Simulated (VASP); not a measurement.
A run of VASP 6.6.1 is set up as follows.

INCAR

```
PREC = Accurate ; ENCUT = 1010
EDIFF = 1E-6 ; ISMEAR = 0
SIGMA = 0.02 ; LREAL = Auto
LASPH = True ; NELM = 120
ALGO = Normal ; ISIF = 2
LWAVE = False ; LCHARG = True
GGA = PE ; LELF = True
LVHAR = True ; NBANDS = 76
GGA_COMPAT = False ; NELMDL = -8
```

The input KPOINTS:

```
Automatic mesh
0
Gamma
  2 2 1
```

The input POSCAR:

```
Zn6CO6F2
1.0
    5.8041020000      0.0000000000      0.0000000000
   -2.9020510000      5.4880210000      0.0000000000
    0.0000000000      0.0000000000     17.5870760000
Zn O C F
6 6 1 2
Direct
    0.3333333908      0.0000000000      0.0568599351
    0.3501796480      0.4762443511      0.0740398233
    0.8852213004      0.0527853301      0.1052682663
    0.8573176067      0.5053346188      0.1182229496
    0.2759255457      0.0921251941      0.2325090879
    0.4689725513      0.6363718360      0.2237618692
    0.1687506960      0.6630563185      0.0638837860
    0.1511868283      0.1669842371      0.0257580623
    0.6814342080      0.7025392213      0.1329613291
    0.6298264291      0.1653078587      0.1239893999
    0.1128335919      0.7692248262      0.2730640386
    0.2002981390      0.3094607327      0.1841953148
    0.3194725631      0.7625725193      0.3010269587
    0.5272838447      1.0571038267      0.3095115982
    0.2905567211      0.6880536718      0.3738972300
```

Potentials or basis: VASP PAW PBE potentials, release 64 (Zn, O_h, C_h, F_h).

The run is started by

```bash
$ cat potpaw_PBE.64/Zn/POTCAR potpaw_PBE.64/O_h/POTCAR potpaw_PBE.64/C_h/POTCAR potpaw_PBE.64/F_h/POTCAR > POTCAR
$ mpirun -np 1 vasp_std > vasp.out
```

Q: What does it give for the largest force?

A: 0.229 eV/Å.

Q: What does it give for the band gap on the k mesh?

A: 1.73 eV.

Forces in eV/Å, atoms in the order of the input:
```
Zn   0.015  0.071  0.013
Zn   0.039 -0.003  0.010
Zn   0.036  0.019  0.056
Zn   0.002 -0.021 -0.011
Zn   0.214  0.059  0.054
Zn  -0.078  0.037  0.140
O    0.020 -0.032 -0.058
O   -0.046  0.026 -0.135
O    0.037  0.024 -0.061
O   -0.087 -0.036  0.088
O    0.067 -0.133  0.079
O   -0.099 -0.032 -0.040
C   -0.114 -0.072 -0.140
F   -0.007  0.113 -0.068
F    0.001 -0.019  0.072
```

Caveat: the k points lie up to 0.61 Å⁻¹ apart; there is no dipole correction, which matters where the two faces differ.
